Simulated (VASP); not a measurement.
Input of a VASP 6.6.1 run:

INCAR

```
SYSTEM = Au
ALGO = Normal ; EDIFF = 1E-6
ENCUT = 520 ; GGA = PS
ISIF = 2 ; ISMEAR = -1
LASPH = .TRUE. ; LCHARG = .FALSE.
LREAL = .FALSE. ; LWAVE = .FALSE.
NBANDS = 18 ; NELM = 80
PREC = Accurate ; SIGMA = 0.03
```

Contents of KPOINTS:

```
k-points
0
G
  14 14 8
  0 0 0
```

POSCAR

```
Au
1.0
    2.9568755643      0.0000000000      0.0000000000
   -1.4784377821      2.5607293545      0.0000000000
    0.0000000000      0.0000000000      4.9757105734
Au
2
Direct
    0.3333333333      0.6666666667      0.7500000000
    0.6666666667      0.3333333333      0.2500000000
```

Potentials or basis: VASP PAW PBE potentials, release 64 (Au).

The run is started by

```bash
$ cat potpaw_PBE.64/Au/POTCAR > POTCAR
$ mpirun -np 1 vasp_std > vasp.out
```

(1) Estimate the band gap on the k mesh.

(2) Estimate the pressure.

Results:

(1) zero (band 11 reaches 11.21 eV, above the bottom of band 12 at 5.24 eV).

(2) -13.0 GPa.

Caveat: the PAW data sets were made with another functional, which shifts forces and pressure a little; spin-orbit coupling is left out, which moves the levels of the heavy elements.
